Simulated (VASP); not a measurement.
# Zn (P6_3/mmc) in VASP: notebook, part 2 of 2

VASP 6.6.1.

### 4 Single point, PBEsol (volume scaled by 0.96)

File INCAR:

```
SYSTEM = Zn
PREC = Accurate
ENCUT = 520
EDIFF = 1E-6
ISMEAR = -1
SIGMA = 0.1
LREAL = .FALSE.
LASPH = .TRUE.
NELM = 80
ALGO = Normal
ISIF = 2
LWAVE = .FALSE.
LCHARG = .FALSE.
GGA = PS
NBANDS = 19
```

File KPOINTS:

```
regular mesh
0
G
  23 23 11
  0 0 0
```

File POSCAR:

```
Zn
1.0
    2.5742083628      0.0000000000      0.0000000000
   -1.2871041814      2.2293298368      0.0000000000
    0.0000000000      0.0000000000      4.7352169345
Zn
2
Direct
    0.3333333333      0.6666666667      0.2500000000
    0.6666666667      0.3333333333      0.7500000000
```

Potentials or basis: VASP PAW PBE potentials, release 64 (Zn).

Run with:

```
$ cat potpaw_PBE.64/Zn/POTCAR > POTCAR
$ mpirun -np 1 vasp_std > vasp.out
```

OUTCAR:

```text
SYSTEM = Zn
   PREC = Accurate
   ENCUT = 520
   EDIFF = 1E-6
   ISMEAR = -1
   LREAL = .FALSE.
   LASPH = .TRUE.
   NELM = 80
   ISIF = 2
   GGA = PS

 ion  position               nearest neighbor table
   1  0.333  0.667  0.250-   2 2.80   2 2.80   2 2.80   2 2.80   2 2.80   2 2.80
   2  0.667  0.333  0.750-   1 2.80   1 2.80   1 2.80   1 2.80   1 2.80   1 2.80

  LATTYP: Found a hexagonal cell.
 ALAT       =     2.5742083628
 C/A-ratio  =     1.8394847142

  Lattice vectors:

 A1 = (   2.5742083628,   0.0000000000,   0.0000000000)
 A2 = (  -1.2871041814,   2.2293298368,   0.0000000000)
 A3 = (   0.0000000000,   0.0000000000,   4.7352169345)

Analysis of symmetry for initial positions (statically):
=====================================================================
 Subroutine PRICEL returns:
 Original cell was already a primitive cell.

 Routine SETGRP: Setting up the symmetry group for a
 hexagonal supercell.

 Subroutine GETGRP returns: Found 24 space group operations
 (whereof 12 operations were pure point group operations)
 out of a pool of 24 trial point group operations.

The static configuration has the point symmetry D_3d.
 The point group associated with its full space group is D_6h.

Analysis of symmetry for dynamics (positions and initial velocities):
=====================================================================
 Subroutine PRICEL returns:
 Original cell was already a primitive cell.

 Routine SETGRP: Setting up the symmetry group for a
 hexagonal supercell.

 Subroutine GETGRP returns: Found 24 space group operations
 (whereof 12 operations were pure point group operations)
 out of a pool of 24 trial point group operations.

The dynamic configuration has the point symmetry D_3d.
 The point group associated with its full space group is D_6h.

[... 105 lines left out ...]
   ISYM   =      2    0-nonsym 1-usesym 2-fastsym
   POTIM  = 0.5000    time-step for ionic-motion
   TEBEG  =    0.0;   TEEND  =   0.0 temperature during run
   PSTRESS=    0.0 pullay stress
   NELECT =      24.0000    total number of electrons
   NUPDOWN=      -1.0000    fix difference up-down
   EMIN   =  10.00;   EMAX   =-10.00  energy-range for DOS
   EFERMI =   0.00;   METHOD = LEGACY
   ISMEAR =    -1;   SIGMA  =   0.10  broadening in eV -4-tet -1-fermi 0-gaus
   EFERMI_NEDOS =   21; number of points for ismear=-14 and -15
   IALGO  =     38    algorithm
   IMIX   =      4    mixing-type and parameters
     AMIX     =   0.40;   BMIX     =  1.00
     AMIX_MAG =   1.60;   BMIX_MAG =  1.00
  volume/ion in A,a.u.               =      13.59        91.69
  Fermi-wavevector in a.u.,A,eV,Ry     =   1.570698  2.968188 33.566815  2.467091
  Thomas-Fermi vector in A             =   2.672392
   LORBIT       =      0    0 simple, 1 ext, 2 COOP (PROOUT), +10 PAW based schemes
   GGA     = PS    functional components
   LHFCALC =     F    Hartree Fock is set to
   AEXX    =    0.0000 exact exchange contribution
   IVDW    =     0    specifies the selected vdW correction
   LEPSILON=     F    determine dielectric tensor
   LRPA    =     F    only Hartree local field effects (RPA)
 non-spin polarized calculation
  energy-cutoff  :      520.00
  volume of cell :       27.17
 maximum number of plane-waves:       748
 NGX is ok and might be reduce to    20
   NGX =  9   NGY =  9   NGZ = 17

 number of electron      23.9999992 magnetization

 Free energy of the ion-electron system (eV)
  ---------------------------------------------------
  ext. energy  EPLUGINS =         0.00000000
  ---------------------------------------------------
  free energy    TOTEN  =        -3.15692743 eV

  energy without entropy =       -3.14345957  energy(sigma->0) =       -3.15019350

 E-fermi :   3.7798     XC(G=0): -12.3083

 val. band max:        3.7794630318   @ k =   0.1739   0.1304   0.0909
 cond. band min:       3.7833212951   @ k =   0.3478   0.3043   0.2727
 fundamental gap:      0.0038582633
 Fermi energy:         3.7798325760

 k-point     1 :       0.0000    0.0000    0.0000
  band No.  band energies     occupation
      1      -7.5697      2.00000
      2      -5.3440      2.00000
      3      -4.4509      2.00000
      4      -4.1817      2.00000
      5      -4.1817      2.00000
      6      -4.1156      2.00000
[... 505 lines left out ...]
      6      -3.9893      2.00000
[... 11 lines left out ...]
     18      23.0475      0.00000
     19      23.5717      0.00000

 [... further k-points ...]
[... 5 lines left out ...]
  --------------------------------------------------------------------------------------
  -------------------------------------------------------------------------------------
  Total        0.9447110      0.9447110      0.5790172      0.0000000     -0.0000000      0.0000000
  in kB       55.6995465     55.6995465     34.1384764      0.0000000     -0.0000000      0.0000000
  external PRESSURE =      48.5125232 kB  Pullay stress =       0.0000000 kB

 VOLUME and BASIS-vectors are now :
 -----------------------------------------------------------------------------
  energy-cutoff  :      520.00
  volume of cell :       27.17
      direct lattice vectors                 reciprocal lattice vectors
     2.574208363  0.000000000  0.000000000     0.388468942  0.224282648  0.000000000
    -1.287104181  2.229329837  0.000000000     0.000000000  0.448565297  0.000000000
     0.000000000  0.000000000  4.735216935     0.000000000  0.000000000  0.211183566

 POSITION                                       TOTAL-FORCE (eV/Angst)
 -----------------------------------------------------------------------------------
     -0.00000      1.48622      1.18380        -0.000000     -0.000000      0.000000
      1.28710      0.74311      3.55141         0.000000      0.000000      0.000000
 -----------------------------------------------------------------------------------
    total drift:                               -0.000000      0.000000     -0.000000

  FREE ENERGIE OF THE ION-ELECTRON SYSTEM (eV)
  ---------------------------------------------------
  free  energy   TOTEN  =        -3.1569274327 eV

  energy  without entropy=       -3.1434595656  energy(sigma->0) =       -3.15019350
```

OSZICAR:

```text
N       E                     dE             d eps       ncg     rms          rms(c)
DAV:   1     0.110917716139E+03    0.11092E+03   -0.12303E+04 13416   0.206E+03
DAV:   2     0.150527251897E+01   -0.10941E+03   -0.10563E+03 12837   0.297E+02
DAV:   3    -0.349306839971E+01   -0.49983E+01   -0.49765E+01 14211   0.700E+01
DAV:   4    -0.352041745804E+01   -0.27349E-01   -0.27342E-01 13990   0.527E+00
DAV:   5    -0.352044844672E+01   -0.30989E-04   -0.30988E-04 13992   0.162E-01    0.532E+00
DAV:   6    -0.318327582675E+01    0.33717E+00   -0.12477E+00 14158   0.250E+01    0.368E+00
DAV:   7    -0.316539559664E+01    0.17880E-01   -0.47071E-02 16368   0.383E+00    0.189E+00
DAV:   8    -0.315696876013E+01    0.84268E-02   -0.20278E-03 17798   0.701E-01    0.580E-02
DAV:   9    -0.315692364778E+01    0.45112E-04   -0.24240E-04 17727   0.206E-01    0.311E-02
DAV:  10    -0.315692758042E+01   -0.39326E-05   -0.19432E-05 13400   0.383E-02    0.285E-03
DAV:  11    -0.315692743266E+01    0.14777E-06   -0.60757E-07  8166   0.120E-02
   1 F= -.31569274E+01 E0= -.31501935E+01  d E =-.134679E-01
```

stdout:

```text
POSCAR found type information on POSCAR Zn
 POSCAR found :  1 types and       2 ions
 scaLAPACK will be used
 -----------------------------------------------------------------------------
|                                                                             |
|                                                                             |
|     You enforced a specific xc type in the INCAR file but a different       |
|     I HOPE YOU KNOW WHAT YOU ARE DOING!                                     |
|                                                                             |
 -----------------------------------------------------------------------------

 LDA part: xc-table for (Slater+PW92), standard interpolation
 POSCAR, INCAR and KPOINTS ok, starting setup
 FFT: planning ... GRIDC
 FFT: planning ... GRID_SOFT
 FFT: planning ... GRID
 WAVECAR not read
 entering main loop
```

Run time: 59 s. Hardware: 1 thread of Intel Xeon 6975P-C (Granite Rapids), shared host; peak memory 0.24 GiB.

Results:

| Property | Result |
| --- | --- |
| Free energy | -3.1569 eV |
| Pressure | 4.9 GPa |
| Band gap on the k mesh | zero (band 12 reaches 5.52 eV, above the bottom of band 13 at 0.96 eV) |

Stress tensor (GPa, compression positive):
```
5.57 0.00 0.00
0.00 5.57 0.00
0.00 0.00 3.41
```

Levels at points of the mesh, in eV from the Fermi level:
| k point | band 8 | band 9 | band 10 | band 11 | band 12 | band 13 | band 14 | band 15 | band 16 | band 17 |
| --- | --- | --- | --- | --- | --- | --- | --- | --- | --- | --- |
| (0.00, 0.00, 0.00) | -7.51 | -7.51 | -7.24 | -7.24 | -4.19 | -2.82 | 15.00 | 18.71 | 18.74 | 18.74 |

Caveat: the PAW data sets were made with another functional, which shifts forces and pressure a little.

### 5 The runs side by side

```csv
cell,gap on the mesh (eV),pressure (GPa)
"a = 2.501, b = 2.501, c = 4.600 Å, angles 90.0, 90.0, 120.0°, 2 atoms",none,17.3
"a = 2.538, b = 2.538, c = 4.669 Å, angles 90.0, 90.0, 120.0°, 2 atoms",none,10.3
"a = 2.574, b = 2.574, c = 4.735 Å, angles 90.0, 90.0, 120.0°, 2 atoms",none,4.9
```

Alike in all rows: task single point; level PBEsol; potentials or basis VASP PAW PBE potentials, release 64 (Zn); no spin polarisation; k mesh 23 × 23 × 11; cutoff (eV) 520; smearing fermi-dirac 0.1 eV.

Caveats: the PAW data sets were made with another functional, which shifts forces and pressure a little.

Total energies depend on the potentials used, so only differences within one code and one set of settings carry meaning.
